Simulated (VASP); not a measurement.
# CaO (Fm-3m) in VASP: a series of runs, part 2 of 2

VASP 6.6.1. Earlier steps stand in the parts before.

### Step 4. Relaxation of cell and atoms, PBEsol, target pressure 2 GPa, at which the enthalpy is minimised

This run uses another cell than the first one, of 13.54 Å³/atom.

Contents of INCAR:

```
SYSTEM = CaO
PREC = Accurate
ENCUT = 600
EDIFF = 1E-6
ISMEAR = 0
SIGMA = 0.01
LREAL = .FALSE.
LASPH = .TRUE.
NELM = 100
ALGO = Normal
ISIF = 3
LWAVE = .FALSE.
LCHARG = .FALSE.
GGA = PS
IBRION = 2
NSW = 100
EDIFFG = -0.002
PSTRESS = 20.0
```

Contents of KPOINTS:

```
regular mesh
0
G
  10 10 10
  0 0 0
```

Contents of POSCAR:

```
CaO
1.0
    0.0000000000      2.3835738961      2.3835738961
    2.3835738961      0.0000000000      2.3835738961
    2.3835738961      2.3835738961      0.0000000000
Ca O
1 1
Direct
    0.0000000000      0.0000000000      0.0000000000
    0.5000000000      0.5000000000      0.5000000000
```

Potentials or basis: VASP PAW PBE potentials, release 64 (Ca_sv, O).

On the command line:

```bash
$ cat potpaw_PBE.64/Ca_sv/POTCAR potpaw_PBE.64/O/POTCAR > POTCAR
$ mpirun -np 1 vasp_std > vasp.out
```

OUTCAR:

```text
SYSTEM = CaO
   PREC = Accurate
   ENCUT = 600
   EDIFF = 1E-6
   ISMEAR = 0
   LREAL = .FALSE.
   LASPH = .TRUE.
   NELM = 100
   ISIF = 3
   GGA = PS
   IBRION = 2
   NSW = 100
   EDIFFG = -0.002
   PSTRESS = 20.0

 ion  position               nearest neighbor table
   1  0.000  0.000  0.000-   2 2.38   2 2.38   2 2.38   2 2.38   2 2.38   2 2.38
   2  0.500  0.500  0.500-   1 2.38   1 2.38   1 2.38   1 2.38   1 2.38   1 2.38

  LATTYP: Found a face centered cubic cell.
 ALAT       =     4.7671477922

  Lattice vectors:

 A1 = (   0.0000000000,   2.3835738961,   2.3835738961)
 A2 = (   2.3835738961,   0.0000000000,   2.3835738961)
 A3 = (   2.3835738961,   2.3835738961,   0.0000000000)

Analysis of symmetry for initial positions (statically):
=====================================================================
 Subroutine PRICEL returns:
 Original cell was already a primitive cell.

 Routine SETGRP: Setting up the symmetry group for a
 face centered cubic supercell.

 Subroutine GETGRP returns: Found 48 space group operations
 (whereof 48 operations were pure point group operations)
 out of a pool of 48 trial point group operations.

The static configuration has the point symmetry O_h .

Analysis of symmetry for dynamics (positions and initial velocities):
=====================================================================
 Subroutine PRICEL returns:
[... 167 lines left out ...]
  in kB        5.6840943      5.6840943      5.6840943      0.0000000      0.0000000     -0.0000000
  external PRESSURE =     -14.3159057 kB  Pullay stress =      20.0000000 kB
[... 63 lines left out ...]
--------------------------------------- Ionic step        3  -------------------------------------------

 number of electron      15.9999997 magnetization

 Free energy of the ion-electron system (eV)
  ---------------------------------------------------
  ext. energy  EPLUGINS =         0.00000000
  ---------------------------------------------------
  free energy    TOTEN  =       -13.41070318 eV

  energy without entropy =      -13.41070318  energy(sigma->0) =      -13.41070318

 E-fermi :   2.5428     XC(G=0): -10.9186

 val. band max:        2.4038575629   @ k =   0.0000   0.0000   0.0000
 cond. band min:       5.9196529267   @ k =   0.5000   0.5000   0.0000
 fundamental gap:      3.5157953638
 Fermi energy:         2.5428179845

 k-point     1 :       0.0000    0.0000    0.0000
  band No.  band energies     occupation
      1     -34.8364      2.00000
      2     -15.6488      2.00000
      3     -15.6488      2.00000
      4     -15.6488      2.00000
      5     -13.1119      2.00000
      6       2.4039      2.00000
      7       2.4039      2.00000
      8       2.4039      2.00000
      9       7.2673      0.00000
     10       8.6815      0.00000
     11       8.6815      0.00000
     12       8.6815      0.00000
[... 331 lines left out ...]
 k-point    24 :       0.4000    0.3000    0.0000
  band No.  band energies     occupation
      1     -34.7046      2.00000
      2     -16.4233      2.00000
      3     -15.8825      2.00000
      4     -15.8498      2.00000
      5     -12.5134      2.00000
      6       0.6698      2.00000
      7       1.8325      2.00000
      8       1.9388      2.00000
      9       6.6297      0.00000
     10      10.2673      0.00000
     11      11.4141      0.00000
     12      11.5225      0.00000

 [... further k-points ...]
[... 5 lines left out ...]
  --------------------------------------------------------------------------------------
  -------------------------------------------------------------------------------------
  Total        0.3343780      0.3343780      0.3343780      0.0000000      0.0000000      0.0000000
  in kB       20.0164378     20.0164378     20.0164378      0.0000000      0.0000000      0.0000000
  external PRESSURE =       0.0164378 kB  Pullay stress =      20.0000000 kB
[... 21 lines left out ...]
  energy  without entropy=      -13.4107031775  energy(sigma->0) =      -13.41070318

  enthalpy is  TOTEN    =       -13.0765997309 eV   P V=        0.3341034466

 reached required accuracy - stopping structural energy minimisation
```

CONTCAR:

```text
CaO
   1.00000000000000
     0.0000000000000000    2.3741629079935511    2.3741629079935511
     2.3741629079935511    0.0000000000000000    2.3741629079935511
     2.3741629079935511    2.3741629079935511   -0.0000000000000000
  Ca              O
     1     1
Direct
     0.0000000000000000    0.0000000000000000    0.0000000000000000
     0.5000000000000000    0.5000000000000000    0.5000000000000000

  0.00000000E+00  0.00000000E+00  0.00000000E+00
  0.00000000E+00  0.00000000E+00  0.00000000E+00
```

Run time: 53 s. Hardware: 1 thread of AMD EPYC 7R13, shared host; peak memory 0.15 GiB.

Results:

```yaml
Free_energy: -13.4107 eV
Relaxed_volume: 13.38 Å³/atom
Relaxed_cell: a = 3.358 Å, b = 3.358 Å, c = 3.358 Å, α = 60.00°, β = 60.00°, γ = 60.00°
Space_group_after_relaxing_to_0.1_Å: Fm-3m (No. 225)
Energy_change_on_relaxing_the_run_minimises_the_enthalpy: +1.3 meV/atom
Ionic_steps: 3
Pressure_after_relaxing: 2.0 GPa
Band_gap_on_the_k_mesh: 3.52 eV (least direct gap 3.89 eV)
```

Step by step:
```tsv
step	energy change (eV)	largest force (eV/Å)	pressure (GPa)	volume (Å³)
1	0.0000	0.0000	0.57	27.08
2	0.0048	0.0000	2.72	26.61
3	0.0025	0.0000	2.00	26.76
```

Final structure:
```xyz
2
Lattice="0.0000 2.3742 2.3742 2.3742 0.0000 2.3742 2.3742 2.3742 0.0000" Properties=species:S:1:pos:R:3 pbc="T T T"
Ca    0.0000    0.0000    0.0000
O     2.3742    2.3742    2.3742
```

Levels at points of the mesh, in eV from the valence-band top:
| k point | band 5 | band 6 | band 7 | band 8 | band 9 | band 10 | band 11 | band 12 |
| --- | --- | --- | --- | --- | --- | --- | --- | --- |
| (0.00, 0.00, 0.00) | -15.52 | 0.00 | 0.00 | 0.00 | 4.86 | 6.28 | 6.28 | 6.28 |
| (0.50, 0.00, 0.00) | -14.11 | -2.78 | -1.30 | -1.30 | 7.19 | 8.57 | 8.57 | 8.61 |
| (0.50, 0.50, 0.00) | -15.27 | -1.30 | -0.37 | -0.37 | 3.52 | 8.32 | 9.13 | 9.84 |

Caveat: the cell is relaxed towards a set pressure, so the run minimises the enthalpy, not the energy; the PAW data sets were made with another functional, which shifts forces and pressure a little.

### Step 5. Relaxation of cell and atoms, PBEsol, target pressure 4 GPa, at which the enthalpy is minimised

This run uses another cell than the first one, of 13.54 Å³/atom.

Contents of INCAR:

```
SYSTEM = CaO
PREC     = Accurate       ! precision mode
ENCUT    = 600            ! plane-wave cutoff, eV
EDIFF    = 1E-7           ! SCF threshold, eV
ISMEAR   = 0              ! smearing method
SIGMA    = 0.01           ! smearing width, eV
LREAL    = .False.        ! projectors in reciprocal space
LASPH    = .True.         ! aspherical terms in the spheres
NELM     = 60             ! most SCF steps
ALGO     = Normal         ! electronic algorithm
ISIF     = 3              ! what is computed and relaxed
LWAVE    = .False.        ! write WAVECAR
LCHARG   = .False.        ! write CHGCAR
GGA      = PS             ! functional
IBRION   = 2              ! ionic algorithm
NSW      = 100            ! ionic steps
EDIFFG   = -0.002         ! ionic threshold
PSTRESS  = 40.0
```

Contents of KPOINTS:

```
regular mesh
0
Gamma
  10 10 10
  0 0 0
```

POSCAR is that of step 4.

On the command line:

```bash
$ cat potpaw_PBE.64/Ca_sv/POTCAR potpaw_PBE.64/O/POTCAR > POTCAR
$ mpirun -np 1 vasp_std > vasp.out
```

It took 64 s on 1 thread of AMD EPYC 7R13, shared host; peak memory 0.15 GiB.

Results (log left out):

- Free energy: -13.4030 eV
- Relaxed volume: 13.18 Å³/atom
- Relaxed cell: a = 3.340 Å, b = 3.340 Å, c = 3.340 Å, α = 60.00°, β = 60.00°, γ = 60.00°
- Space group after relaxing (to 0.1 Å): Fm-3m (No. 225)
- Energy change on relaxing (the run minimises the enthalpy): +5.1 meV/atom
- Ionic steps: 3
- Pressure after relaxing: 4.0 GPa
- Band gap on the k mesh: 3.51 eV (least direct gap 3.87 eV)

Step by step:
| step | energy change (eV) | largest force (eV/Å) | pressure (GPa) | volume (Å³) |
| --- | --- | --- | --- | --- |
| 1 | 0.0000 | 0.0000 | 0.57 | 27.08 |
| 2 | 0.0224 | 0.0000 | 6.03 | 25.96 |
| 3 | 0.0103 | 0.0000 | 4.00 | 26.35 |

Final structure:
```cif
data_structure
_symmetry_space_group_name_H-M 'P 1'
_symmetry_Int_Tables_number 1
_cell_length_a 3.3402
_cell_length_b 3.3402
_cell_length_c 3.3402
_cell_angle_alpha 60.000
_cell_angle_beta 60.000
_cell_angle_gamma 60.000
_cell_volume 26.35
loop_
_atom_site_label
_atom_site_type_symbol
_atom_site_fract_x
_atom_site_fract_y
_atom_site_fract_z
_atom_site_occupancy
Ca1 Ca 0.00000 0.00000 0.00000 1
O1 O 0.50000 0.50000 0.50000 1
```

Levels at points of the mesh, in eV from the valence-band top:
```
           k point  band 5  band 6  band 7  band 8  band 9  band 10  band 11  band 12
(0.00, 0.00, 0.00)  -15.55    0.00    0.00    0.00    4.99     6.31     6.31     6.31
(0.50, 0.00, 0.00)  -14.07   -2.82   -1.33   -1.33    7.26     8.66     8.66     8.73
(0.50, 0.50, 0.00)  -15.31   -1.29   -0.36   -0.36    3.51     8.44     9.22     9.95
```

Caveat: the cell is relaxed towards a set pressure, so the run minimises the enthalpy, not the energy; the PAW data sets were made with another functional, which shifts forces and pressure a little. A k mesh can miss the band edges.

### Step 6. Relaxation of cell and atoms, PBEsol, target pressure 7 GPa, at which the enthalpy is minimised

This run uses another cell than the first one, of 13.54 Å³/atom.

Contents of INCAR:

```
ALGO = Normal
EDIFF = 1E-6
EDIFFG = -0.002
ENCUT = 600
GGA = PS
IBRION = 2
ISIF = 3
ISMEAR = 0
LASPH = True
LCHARG = False
LREAL = False
LWAVE = False
NELM = 60
NSW = 100
PREC = Accurate
PSTRESS = 70.0
SIGMA = 0.01
```

Contents of KPOINTS:

```
k-points
0
Gamma
  10 10 10
```

POSCAR is that of step 5.

Potentials or basis: VASP PAW PBE potentials, release 64 (Ca_sv, O).

On the command line:

```bash
$ cat potpaw_PBE.64/Ca_sv/POTCAR potpaw_PBE.64/O/POTCAR > POTCAR
$ mpirun -np 1 vasp_std > vasp.out
```

It took 62 s on 1 thread of AMD EPYC 7R13, shared host; peak memory 0.15 GiB.

It converged, with:

* Free energy: -13.3839 eV
* Relaxed volume: 12.90 Å³/atom
* Relaxed cell: a = 3.316 Å, b = 3.316 Å, c = 3.316 Å, α = 60.00°, β = 60.00°, γ = 60.00°
* Space group after relaxing (to 0.1 Å): Fm-3m (No. 225)
* Energy change on relaxing (the run minimises the enthalpy): +14.7 meV/atom
* Ionic steps: 3
* Pressure after relaxing: 7.0 GPa
* Band gap on the k mesh: 3.49 eV (least direct gap 3.85 eV)

The path:
```tsv
step	energy change (eV)	largest force (eV/Å)	pressure (GPa)	volume (Å³)
1	0.0000	0.0000	0.57	27.08
2	0.0748	0.0000	11.76	25.01
3	0.0294	0.0000	7.01	25.79
```

Final structure:
```
Ca O
1.0
     0.00000    2.34499    2.34499
     2.34499    0.00000    2.34499
     2.34499    2.34499    0.00000
Ca O
1 1
Direct
  0.00000 0.00000 0.00000
  0.50000 0.50000 0.50000
```

Levels at points of the mesh, in eV from the valence-band top:
```csv
k point,band 4,band 5,band 6,band 7,band 8,band 9,band 10,band 11,band 12
"(0.00, 0.00, 0.00)",-17.88,-15.59,0.00,0.00,0.00,5.18,6.36,6.36,6.36
"(0.50, 0.00, 0.00)",-17.94,-14.00,-2.88,-1.38,-1.38,7.36,8.78,8.78,8.90
"(0.50, 0.50, 0.00)",-18.18,-15.35,-1.27,-0.36,-0.36,3.49,8.60,9.34,10.10
```

Caveat: the cell is relaxed towards a set pressure, so the run minimises the enthalpy, not the energy; the PAW data sets were made with another functional, which shifts forces and pressure a little. A k mesh can miss the band edges.

### Step 7. The runs side by side

```tsv
task	cell	cutoff (eV)	gap on the mesh (eV)	pressure (GPa)
single point	a = 3.335 Å, angles 60.0°, 2 atoms	520	3.50	4.7
relaxation of cell and atoms	relaxed to 1 GPa from a = 3.371 Å, angles 60.0°, 2 atoms	600	3.52	1.0
relaxation of cell and atoms	relaxed to 2 GPa from a = 3.371 Å, angles 60.0°, 2 atoms	600	3.52	2.0
relaxation of cell and atoms	relaxed to 4 GPa from a = 3.371 Å, angles 60.0°, 2 atoms	600	3.51	4.0
relaxation of cell and atoms	relaxed to 7 GPa from a = 3.371 Å, angles 60.0°, 2 atoms	600	3.49	7.0
```

Alike in all rows: level PBEsol; potentials or basis VASP PAW PBE potentials, release 64 (Ca_sv, O); no spin polarisation; k mesh 10 × 10 × 10; smearing gaussian 0.01 eV.

Caveats: the PAW data sets were made with another functional, which shifts forces and pressure a little; the cell is relaxed towards a set pressure, so the run minimises the enthalpy, not the energy (at least some runs); the cell stands under pressure (at least some runs).

Total energies depend on the potentials used, so only differences within one code and one set of settings carry meaning.
